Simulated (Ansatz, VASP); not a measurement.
# Two plane-wave programs on Mo

File POSCAR:

```
Mo
1.0
   -1.5752131668      1.5752131668      1.5752131668
    1.5752131668     -1.5752131668      1.5752131668
    1.5752131668      1.5752131668     -1.5752131668
Mo
1
Direct
    0.0000000000      0.0000000000      0.0000000000
```

The input INCAR.step1:

```
SYSTEM = Mo
PREC = Accurate
ENCUT = 520
ISMEAR = 0
SIGMA = 0.15
LREAL = .False.
LASPH = .True.
NELM = 80
NBANDS = 13
GGA = PE
ALGO = Normal
EDIFF = 1E-4
LWAVE = .True.
LCHARG = .False.
```

Contents of INCAR.step2:

```
SYSTEM = Mo
PREC = Accurate
ENCUT = 520
EDIFF = 1E-6
ISMEAR = 0
SIGMA = 0.15
LREAL = .False.
LASPH = .True.
NELM = 80
ALGO = Normal
ISIF = 2
LWAVE = .False.
LCHARG = .False.
METAGGA = R2SCAN
LMIXTAU = .True.
NBANDS = 13
ISTART = 1
```

Contents of KPOINTS:

```
Automatic mesh
0
Gamma
  26 26 26
  0 0 0
```

Input for Ansatz:

```yaml
crystal:
  lattice:
    - [-1.5752131668, 1.5752131668, 1.5752131668]
    - [1.5752131668, -1.5752131668, 1.5752131668]
    - [1.5752131668, 1.5752131668, -1.5752131668]
  atoms:
    - { symbol: Mo, position: [0.0, 0.0, 0.0] }
basis:
  ecutwfc: 500
kpoints:
  mp_grid: { grid: [26, 26, 26] }
hamiltonian:
  xc: r2scan
scf:
  occupations: { method: gaussian, width: 0.15 }
output:
  forces: true
  stress: true
  eigenvalues: true
```

Alike in both runs: task single point; functional r2SCAN; k mesh 26 × 26 × 26; occupations gaussian, width 0.15 eV; no spin polarisation.

```csv
,VASP,Ansatz
version,VASP 6.6.1,Ansatz 0.2.0
potentials or method,"VASP PAW PBE potentials, release 64 (Mo_sv), cutoff 520 eV","scalar-relativistic, plane waves, PAW"
valence electrons in the cell,14,14
```

Ansatz gave:

```
gap on the k mesh at the Fermi level (eV) : none
pressure (GPa)                            : 0.1
```

Problem. Estimate VASP's values.

Solution. gap on the k mesh at the Fermi level (eV): none; pressure (GPa): 1.2.

VASP's potentials were made for PBE, not for r2SCAN. A gap of «none» marks a metal or a gap that the smearing closes.
